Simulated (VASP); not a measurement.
A run of VASP 6.6.1 is set up as follows.

File INCAR:

```
SYSTEM = Sn
PREC = Accurate ; ENCUT = 500
EDIFF = 1E-6 ; ISMEAR = -1
SIGMA = 0.05 ; LREAL = .FALSE.
LASPH = .TRUE. ; NELM = 120
ALGO = Normal ; ISIF = 2
LWAVE = .FALSE. ; LCHARG = .TRUE.
GGA = PS ; LELF = .TRUE.
LVHAR = .TRUE. ; NBANDS = 13
GGA_COMPAT = .FALSE.
```

Contents of KPOINTS:

```
Automatic mesh
0
G
  10 10 10
  0 0 0
```

File POSCAR:

```
Sn
1.0
   -1.7862063907      1.7862063907      1.7862063907
    1.7862063907     -1.7862063907      1.7862063907
    1.7862063907      1.7862063907     -1.7862063907
Sn
1
Direct
    0.0000000000      0.0000000000      0.0000000000
```

Potentials or basis: VASP PAW PBE potentials, release 64 (Sn_d).

The run is started by

```console
$ cat potpaw_PBE.64/Sn_d/POTCAR > POTCAR
$ mpirun -np 1 vasp_std > vasp.out
```

Problem. Estimate the band gap on the k mesh.

Solution. Zero (band 7 reaches 19.97 eV, above the bottom of band 8 at 7.38 eV).

Problem. Predict the pressure.

Solution. 10.0 GPa.

Caveat: the PAW data sets were made with another functional, which shifts forces and pressure a little; spin-orbit coupling is left out, which moves the levels of the heavy elements.
